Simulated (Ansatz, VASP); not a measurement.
**Si4BW: VASP beside Ansatz**

File INCAR:

```
SYSTEM = Si4BW
PREC = Accurate ; ENCUT = 600
EDIFF = 1E-6 ; ISMEAR = 0
SIGMA = 0.1 ; LREAL = .FALSE.
LASPH = .TRUE. ; NELM = 100
ALGO = Normal ; ISIF = 3
LWAVE = .FALSE. ; LCHARG = .FALSE.
GGA = PE ; IBRION = 2
NSW = 100 ; EDIFFG = -0.01
```

KPOINTS

```
Automatic mesh
0
G
  10 10 10
  0 0 0
```

Contents of POSCAR:

```
Si4BW
1.0
    0.0000000000      3.3998873317      3.3998873317
    3.3998873317      0.0000000000      3.3998873317
    3.3998873317      3.3998873317      0.0000000000
Si B W
4 1 1
Direct
    0.6268312645      0.1243895785      0.1243895785
    0.1243895785      0.1243895785      0.1243895785
    0.1243895785      0.6268312645      0.1243895785
    0.1243895785      0.1243895785      0.6268312645
    0.7500000000      0.7500000000      0.7500000000
    0.5000000000      0.5000000000      0.5000000000
```

Input for Ansatz:

```yaml
crystal:
  lattice:
    - [0.0, 3.3998873317, 3.3998873317]
    - [3.3998873317, 0.0, 3.3998873317]
    - [3.3998873317, 3.3998873317, 0.0]
  atoms:
    - { symbol: Si, position: [0.6268312645, 0.1243895785, 0.1243895785] }
    - { symbol: Si, position: [0.1243895785, 0.1243895785, 0.1243895785] }
    - { symbol: Si, position: [0.1243895785, 0.6268312645, 0.1243895785] }
    - { symbol: Si, position: [0.1243895785, 0.1243895785, 0.6268312645] }
    - { symbol: B, position: [0.75, 0.75, 0.75] }
    - { symbol: W, position: [0.5, 0.5, 0.5] }
basis:
  ecutwfc: 420
kpoints:
  mp_grid: { grid: [10, 10, 10] }
hamiltonian:
  xc: pbe
scf:
  occupations: { method: gaussian, width: 0.1 }
output:
  forces: true
  stress: true
  eigenvalues: true
  write_density: true
  write_potential: true
  elf: true
  volumetric_format: npy
relax:
  adjacent_minimum: "off"
  f_tol: 0.01
  max_steps: 80
  cell: { stress_tol: 0.05 }
```

Change from the starting cell: species swapped into the Be4AlFe type (F-43m, No. 216).

Alike in both runs: task relaxation of cell and atoms; functional PBE; k mesh 10 × 10 × 10; occupations gaussian, width 0.1 eV; no spin polarisation.

```csv
,VASP,Ansatz
version,VASP 6.6.1,Ansatz 0.2.0
potentials or method,"VASP PAW PBE potentials, release 64 (Si, B, W_sv), cutoff 600 eV","scalar-relativistic, plane waves, PAW"
valence electrons in the cell,33,33
```

```csv
,VASP,Ansatz,Ansatz less VASP
"gap on the k mesh at the Fermi level, each at its own relaxed structure (eV)",none,none,-
relaxed volume (Å³/atom),13.08,13.09,+0.010
relaxed cell length with the largest relative difference (Å),4.805,4.807,+0.0012
```

A gap of «none» marks a metal or a gap that the smearing closes.

Neither program's run includes spin-orbit coupling.
